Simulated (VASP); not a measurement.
# Se (P3_221) in VASP: notebook

Runs on Se. Level: PBEsol. Tasks: single point.

All numbers are computed with VASP 6.6.1; they aren't measurements. Logs are shortened: lines on timing, memory, paths and dates and some standing lists are left out, and cuts for length are marked.

### Step 1. The cell of the first run

The structure is trigonal, space group P3_221 (No. 154). The conventional cell has a = 4.266 Å, b = 4.266 Å, c = 4.848 Å, α = 90.00°, β = 90.00°, γ = 120.00°. Se (site symmetry 2) has 2 Se at 2.28 Å within 3.0 Å.

### Step 2. Single point, PBEsol (volume scaled by 0.94)

The input, INCAR:

```
SYSTEM = Se
ALGO = Normal
EDIFF = 1E-6
ENCUT = 520
GGA = PS
ISIF = 2
ISMEAR = -1
LASPH = .True.
LCHARG = .True.
LELF = .True.
LREAL = .False.
LVHAR = .True.
LWAVE = .False.
NBANDS = 16
NELM = 80
PREC = Accurate
SIGMA = 0.02
```

The input, KPOINTS:

```
k-points
0
Gamma
  8 8 6
  0 0 0
```

The input, POSCAR:

```
Se
1.0
    4.2662637173      0.0000000000      0.0000000000
   -2.1331318586      3.6946927584      0.0000000000
    0.0000000000      0.0000000000      4.8484124658
Se
3
Direct
    0.2170000000      0.0000000000      0.1666666667
    0.0000000000      0.2170000000      0.8333333333
    0.7830000000      0.7830000000      0.5000000000
```

Potentials or basis: VASP PAW PBE potentials, release 64 (Se).

On the command line:

```sh
$ cat potpaw_PBE.64/Se/POTCAR > POTCAR
$ mpirun -np 1 vasp_std > vasp.out
```

OUTCAR:

```text
SYSTEM = Se
   EDIFF = 1E-6
   ENCUT = 520
   GGA = PS
   ISIF = 2
   ISMEAR = -1
   LASPH = .True.
   LREAL = .False.
   NELM = 80
   PREC = Accurate

 ion  position               nearest neighbor table
   1  0.217  0.000  0.167-   3 2.28   2 2.28
   2  0.000  0.217  0.833-   3 2.28   1 2.28
   3  0.783  0.783  0.500-   2 2.28   1 2.28

  LATTYP: Found a hexagonal cell.
 ALAT       =     4.2662637173
 C/A-ratio  =     1.1364539998

  Lattice vectors:

 A1 = (   4.2662637173,   0.0000000000,   0.0000000000)
 A2 = (  -2.1331318586,   3.6946927584,   0.0000000000)
 A3 = (   0.0000000000,   0.0000000000,   4.8484124658)

Analysis of symmetry for initial positions (statically):
=====================================================================
 Subroutine PRICEL returns:
 Original cell was already a primitive cell.

 Routine SETGRP: Setting up the symmetry group for a
 hexagonal supercell.

 Subroutine GETGRP returns: Found  6 space group operations
 (whereof  2 operations were pure point group operations)
 out of a pool of 24 trial point group operations.

The static configuration has the point symmetry C_2 .
 The point group associated with its full space group is D_3 .

Analysis of symmetry for dynamics (positions and initial velocities):
=====================================================================
 Subroutine PRICEL returns:
 Original cell was already a primitive cell.

 Routine SETGRP: Setting up the symmetry group for a
 hexagonal supercell.

 Subroutine GETGRP returns: Found  6 space group operations
 (whereof  2 operations were pure point group operations)
 out of a pool of 24 trial point group operations.

The dynamic configuration has the point symmetry C_2 .
 The point group associated with its full space group is D_3 .

 Subroutine INISYM returns: Found  6 space group operations
 (whereof  2 operations are pure point group operations),
 and found     1 'primitive' translations

----------------------------------------------------------------------------------------

                                     Primitive cell

  volume of cell :      76.4233

  direct lattice vectors                    reciprocal lattice vectors
     4.266263717  0.000000000  0.000000000     0.234397137  0.135329250  0.000000000
    -2.133131859  3.694692758  0.000000000     0.000000000  0.270658500  0.000000000
     0.000000000  0.000000000  4.848412466     0.000000000  0.000000000  0.206253079

  length of vectors
     4.266263717  4.266263717  4.848412466     0.270658500  0.270658500  0.206253079

  position of ions in fractional coordinates (direct lattice)
     0.217000000  0.000000000  0.166666667
     1.000000000  0.217000000  0.833333333
     0.783000000  0.783000000  0.500000000

  ion indices of the primitive-cell ions
   primitive index   ion index
                 1           1
                 2           2
                 3           3

----------------------------------------------------------------------------------------

 KPOINTS: k-points

Automatic generation of k-mesh.
 Grid dimensions read from file:
 generate k-points for:    8    8    6

 Generating k-lattice:

  Cartesian coordinates                     Fractional coordinates (reciprocal lattice)
     0.029299642  0.016916156  0.000000000     0.125000000 -0.000000000  0.000000000
     0.000000000  0.033832313  0.000000000     0.000000000  0.125000000  0.000000000
     0.000000000  0.000000000  0.034375513     0.000000000  0.000000000  0.166666667

  Length of vectors
     0.033832313  0.033832313  0.034375513

  Shift w.r.t. Gamma in fractional coordinates (k-lattice)
     0.000000000  0.000000000  0.000000000

 Subroutine IBZKPT returns following result:
 ===========================================

 Found     50 irreducible k-points:

 Following reciprocal coordinates:
            Coordinates               Weight
  0.000000  0.000000  0.000000      1.000000
  0.125000 -0.000000  0.000000      6.000000
  0.250000 -0.000000  0.000000      6.000000
  0.375000 -0.000000  0.000000      6.000000
  0.500000 -0.000000  0.000000      3.000000
  0.125000  0.125000  0.000000      6.000000
[... 16 lines left out ...]
 -0.125000  0.500000  0.166667     12.000000
  0.250000  0.250000  0.166667     12.000000
 [... further k-points ...]
   k-points           NKPTS =     50   k-points in BZ     NKDIM =     50   number of bands    NBANDS=     16
   number of dos      NEDOS =    301   number of ions     NIONS =      3
   total plane-waves  NPLWV =  36864
   dimension x,y,z NGX =    32 NGY =   32 NGZ =   36
   dimension x,y,z NGXF=    64 NGYF=   64 NGZF=   72
   ions per type =               3
   NGX,Y,Z   is equivalent  to a cutoff of  12.47, 12.47, 12.34 a.u.
   NGXF,Y,Z  is equivalent  to a cutoff of  24.94, 24.94, 24.69 a.u.
 SYSTEM =  Se
   PREC   = accura    normal or accurate (medium, high low for compatibility)
   ISTART =      0    job   : 0-new  1-cont  2-samecut
   ICHARG =      2    charge: 1-file 2-atom 10-const
   ISPIN  =      1    spin polarized calculation?
   LNONCOLLINEAR =      F non collinear calculations
   LSORBIT =      F    spin-orbit coupling
   LASPH  =      T    aspherical Exc in radial PAW
   ENCUT  =  520.0 eV  38.22 Ry    6.18 a.u.   7.93  7.93  9.01*2*pi/ulx,y,z
   NELM   =     80;   NELMIN=  2; NELMDL= -5     # of ELM steps
   EDIFF  = 0.1E-05   stopping-criterion for ELM
   LREAL  =      F    real-space projection
   EDIFFG = 0.1E-04   stopping-criterion for IOM
   NSW    =      0    number of steps for IOM
   IBRION =     -1    ionic relax: 0-MD 1-quasi-New 2-CG
   NFREE  =      0    steps in history (QN), initial steepest desc. (CG)
   ISIF   =      2    stress and relaxation
   ISYM   =      2    0-nonsym 1-usesym 2-fastsym
   POTIM  = 0.5000    time-step for ionic-motion
   TEBEG  =    0.0;   TEEND  =   0.0 temperature during run
   PSTRESS=    0.0 pullay stress
   NELECT =      18.0000    total number of electrons
   NUPDOWN=      -1.0000    fix difference up-down
   EMIN   =  10.00;   EMAX   =-10.00  energy-range for DOS
   EFERMI =   0.00;   METHOD = LEGACY
   ISMEAR =    -1;   SIGMA  =   0.02  broadening in eV -4-tet -1-fermi 0-gaus
   EFERMI_NEDOS =   21; number of points for ismear=-14 and -15
   IALGO  =     38    algorithm
   IMIX   =      4    mixing-type and parameters
     AMIX     =   0.40;   BMIX     =  1.00
     AMIX_MAG =   1.60;   BMIX_MAG =  1.00
  volume/ion in A,a.u.               =      25.47       171.91
  Fermi-wavevector in a.u.,A,eV,Ry     =   1.011014  1.910539 13.907184  1.022149
  Thomas-Fermi vector in A             =   2.144038
   LORBIT       =      0    0 simple, 1 ext, 2 COOP (PROOUT), +10 PAW based schemes
   GGA     = PS    functional components
   LHFCALC =     F    Hartree Fock is set to
   AEXX    =    0.0000 exact exchange contribution
   IVDW    =     0    specifies the selected vdW correction
   LEPSILON=     F    determine dielectric tensor
   LRPA    =     F    only Hartree local field effects (RPA)
 non-spin polarized calculation
  energy-cutoff  :      520.00
  volume of cell :       76.42
 maximum number of plane-waves:      2072
   NGX = 15   NGY = 15   NGZ = 19

 number of electron      18.0000003 magnetization

 Free energy of the ion-electron system (eV)
  ---------------------------------------------------
  ext. energy  EPLUGINS =         0.00000000
  ---------------------------------------------------
  free energy    TOTEN  =       -11.24342512 eV

  energy without entropy =      -11.24342512  energy(sigma->0) =      -11.24342512

 E-fermi :   3.7263     XC(G=0):  -9.2959

 val. band max:        3.3321754735   @ k =   0.5000  -0.0000   0.5000
 cond. band min:       4.4468730796   @ k =   0.3750   0.2500   0.5000
 fundamental gap:      1.1146976061
 Fermi energy:         3.7263162985

 k-point     1 :       0.0000    0.0000    0.0000
  band No.  band energies     occupation
      1     -13.4201      2.00000
      2      -8.7431      2.00000
      3      -8.7431      2.00000
      4      -0.8764      2.00000
      5      -0.8764      2.00000
      6      -0.8278      2.00000
[... 8 lines left out ...]
     15       9.3903      0.00000
     16      11.5355      0.00000

 k-point     2 :       0.1250   -0.0000    0.0000
  band No.  band energies     occupation
      1     -13.3579      2.00000
      2      -8.7960      2.00000
      3      -8.7302      2.00000
      4      -1.5299      2.00000
      5      -1.1077      2.00000
      6      -0.5518      2.00000
[... 8 lines left out ...]
     15      10.1248      0.00000
     16      11.4514      0.00000

 k-point     3 :       0.2500   -0.0000    0.0000
  band No.  band energies     occupation
      1     -13.1965      2.00000
      2      -8.9484      2.00000
      3      -8.6986      2.00000
      4      -2.1468      2.00000
      5      -1.4813      2.00000
      6      -0.5776      2.00000
[... 8 lines left out ...]
     15      11.0802      0.00000
     16      11.9284      0.00000

 k-point     4 :       0.3750   -0.0000    0.0000
  band No.  band energies     occupation
      1     -13.0151      2.00000
      2      -9.1403      2.00000
      3      -8.6662      2.00000
      4      -2.4681      2.00000
      5      -1.7616      2.00000
      6      -0.5823      2.00000
[... 8 lines left out ...]
     15      12.0040      0.00000
     16      13.0135      0.00000

 k-point     5 :       0.5000   -0.0000    0.0000
  band No.  band energies     occupation
      1     -12.9325      2.00000
      2      -9.2329      2.00000
      3      -8.6525      2.00000
      4      -2.5488      2.00000
      5      -1.8669      2.00000
      6      -0.4778      2.00000
[... 8 lines left out ...]
     15      12.8918      0.00000
     16      12.9424      0.00000

 k-point     6 :       0.1250    0.1250    0.0000
  band No.  band energies     occupation
      1     -13.2457      2.00000
      2      -8.8869      2.00000
      3      -8.7213      2.00000
      4      -1.9618      2.00000
      5      -1.5081      2.00000
      6      -0.4316      2.00000
[... 8 lines left out ...]
     15      10.8550      0.00000
     16      11.4593      0.00000

 k-point     7 :       0.2500    0.1250    0.0000
  band No.  band energies     occupation
      1     -13.0715      2.00000
      2      -9.0385      2.00000
      3      -8.7192      2.00000
      4      -2.3252      2.00000
      5      -1.8471      2.00000
      6      -0.4091      2.00000
[... 8 lines left out ...]
     15      11.6934      0.00000
     16      12.2321      0.00000

 k-point     8 :       0.3750    0.1250    0.0000
  band No.  band energies     occupation
      1     -12.9344      2.00000
      2      -9.1716      2.00000
      3      -8.7187      2.00000
      4      -2.4885      2.00000
      5      -1.9871      2.00000
      6      -0.3514      2.00000
[... 8 lines left out ...]
     15      12.4601      0.00000
     16      12.9886      0.00000

 k-point     9 :       0.2500    0.2500    0.0000
  band No.  band energies     occupation
      1     -12.9363      2.00000
      2      -9.0834      2.00000
      3      -8.8117      2.00000
      4      -2.3839      2.00000
      5      -2.1474      2.00000
      6      -0.1810      2.00000
[... 8 lines left out ...]
     15      12.0137      0.00000
     16      12.6102      0.00000
[... 172 lines left out ...]
 k-point    19 :       0.1250    0.1250    0.1667
  band No.  band energies     occupation
      1     -13.1028      2.00000
      2      -9.9829      2.00000
      3      -7.6722      2.00000
      4      -1.9612      2.00000
      5      -1.6385      2.00000
      6      -0.3712      2.00000
[... 8 lines left out ...]
     15      10.6743      0.00000
     16      11.5709      0.00000

 k-point    20 :       0.2500    0.1250    0.1667
  band No.  band energies     occupation
      1     -12.9313      2.00000
      2      -9.9652      2.00000
      3      -7.8665      2.00000
      4      -2.3501      2.00000
      5      -2.0527      2.00000
      6      -0.4654      2.00000
[... 8 lines left out ...]
     15      11.6260      0.00000
     16      12.5693      0.00000

 k-point    21 :      -0.1250    0.3750    0.1667
  band No.  band energies     occupation
      1     -12.9325      2.00000
      2      -9.9497      2.00000
      3      -7.9020      2.00000
      4      -2.3225      2.00000
      5      -1.9265      2.00000
      6      -0.3395      2.00000
[... 8 lines left out ...]
     15      11.2859      0.00000
     16      12.2529      0.00000

 k-point    22 :       0.3750    0.1250    0.1667
  band No.  band energies     occupation
      1     -12.7972      2.00000
      2      -9.9574      2.00000
      3      -8.0288      2.00000
      4      -2.5116      2.00000
      5      -2.2595      2.00000
      6      -0.5514      2.00000
[... 8 lines left out ...]
     15      12.2595      0.00000
     16      13.0327      0.00000

 k-point    23 :      -0.1250    0.5000    0.1667
  band No.  band energies     occupation
      1     -12.7982      2.00000
      2      -9.9446      2.00000
      3      -8.0553      2.00000
      4      -2.4749      2.00000
      5      -2.2036      2.00000
      6      -0.4461      2.00000
[... 8 lines left out ...]
     15      11.8703      0.00000
     16      12.7597      0.00000

 k-point    24 :       0.2500    0.2500    0.1667
  band No.  band energies     occupation
      1     -12.7995      2.00000
      2      -9.9415      2.00000
      3      -8.0501      2.00000
      4      -2.5462      2.00000
      5      -2.1904      2.00000
      6      -0.3694      2.00000
[... 8 lines left out ...]
     15      11.9494      0.00000
     16      12.8693      0.00000

 [... further k-points ...]
[... 5 lines left out ...]
  --------------------------------------------------------------------------------------
  -------------------------------------------------------------------------------------
  Total        2.8423592      2.8423592      5.5003475      0.0000000     -0.0000000      0.0000000
  in kB       59.5887068     59.5887068    115.3121651      0.0000000     -0.0000000      0.0000000
  external PRESSURE =      78.1631929 kB  Pullay stress =       0.0000000 kB

 VOLUME and BASIS-vectors are now :
 -----------------------------------------------------------------------------
  energy-cutoff  :      520.00
  volume of cell :       76.42
      direct lattice vectors                 reciprocal lattice vectors
     4.266263717  0.000000000  0.000000000     0.234397137  0.135329250  0.000000000
    -2.133131859  3.694692758  0.000000000     0.000000000  0.270658500  0.000000000
     0.000000000  0.000000000  4.848412466     0.000000000  0.000000000  0.206253079

 POSITION                                       TOTAL-FORCE (eV/Angst)
 -----------------------------------------------------------------------------------
      0.92578      0.00000      0.80807         1.907410      0.000000      0.000000
     -0.46289      0.80175      4.04034        -0.953705      1.651865     -0.000000
      1.67024      2.89294      2.42421        -0.953705     -1.651865     -0.000000
 -----------------------------------------------------------------------------------
    total drift:                               -0.000000     -0.000000      0.000000

  FREE ENERGIE OF THE ION-ELECTRON SYSTEM (eV)
  ---------------------------------------------------
  free  energy   TOTEN  =       -11.2434251194 eV

  energy  without entropy=      -11.2434251194  energy(sigma->0) =      -11.24342512
```

Run time: 41 s. Hardware: 1 thread of AMD EPYC 7R43 (Zen 3), shared host; peak memory 0.17 GiB.

Results:

```yaml
Free_energy: -11.2434 eV
Pressure: 7.8 GPa
Largest_force: 1.907 eV/Å
Band_gap_on_the_k_mesh: 1.11 eV, indirect (least direct gap 1.19 eV)
```

Forces on the atoms (eV/Å):
```
Se   1.907  0.000  0.000
Se  -0.954  1.652  0.000
Se  -0.954 -1.652  0.000
```

Levels at points of the mesh, in eV from the valence-band top:
```
           k point  band 6  band 7  band 8  band 9  band 10  band 11  band 12  band 13
(0.00, 0.00, 0.00)   -4.16   -2.49   -2.49   -0.51     2.08     2.08     2.39     5.91
(0.50, 0.00, 0.00)   -3.81   -3.24   -2.17   -1.22     2.03     2.62     4.60     5.03
(0.00, 0.00, 0.50)   -3.75   -1.83   -1.83   -1.39     1.20     1.29     1.29     5.77
(0.50, 0.00, 0.50)   -4.70   -2.16   -1.66    0.00     1.57     2.79     3.27     6.06
```

Caveat: the PAW data sets were made with another functional, which shifts forces and pressure a little. A k mesh can miss the band edges.

[end of part 1 of 2]
